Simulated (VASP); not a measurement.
A run of VASP 6.6.1:

INCAR

```
SYSTEM = Y2C
ALGO = Normal
EDIFF = 1E-8
ENCUT = 520
GGA = PS
ISIF = 2
ISMEAR = -1
LASPH = .TRUE.
LCHARG = .FALSE.
LEFG = .TRUE.
LREAL = .FALSE.
LWAVE = .FALSE.
NBANDS = 20
NELM = 100
PREC = Accurate
SIGMA = 0.15
```

File KPOINTS:

```
k-points
0
G
  12 12 12
  0 0 0
```

File POSCAR:

```
Y2C
1.0
    1.7841747852      1.0300937925      6.0738258920
   -1.7841747852      1.0300937925      6.0738258920
    0.0000000000     -2.0601875850      6.0738258920
Y C
2 1
Direct
    0.2602533921      0.2602533921      0.2602533921
    0.7397466079      0.7397466079      0.7397466079
    0.0000000000      0.0000000000      0.0000000000
```

Potentials or basis: VASP PAW PBE potentials, release 64 (Y_sv, C).

Run with:

```bash
$ cat potpaw_PBE.64/Y_sv/POTCAR potpaw_PBE.64/C/POTCAR > POTCAR
$ mpirun -np 1 vasp_std > vasp.out
```

Hardware: 1 thread of Intel(R) Xeon(R) 6975P-C (Granite Rapids) (shared host).

Question: How long does it take, and how much memory?

Answer: It took 4.7 min on 1 thread of Intel(R) Xeon(R) 6975P-C (Granite Rapids) (shared host), peak memory 0.51 GiB. Counts: scf iterations 18, k points 189.
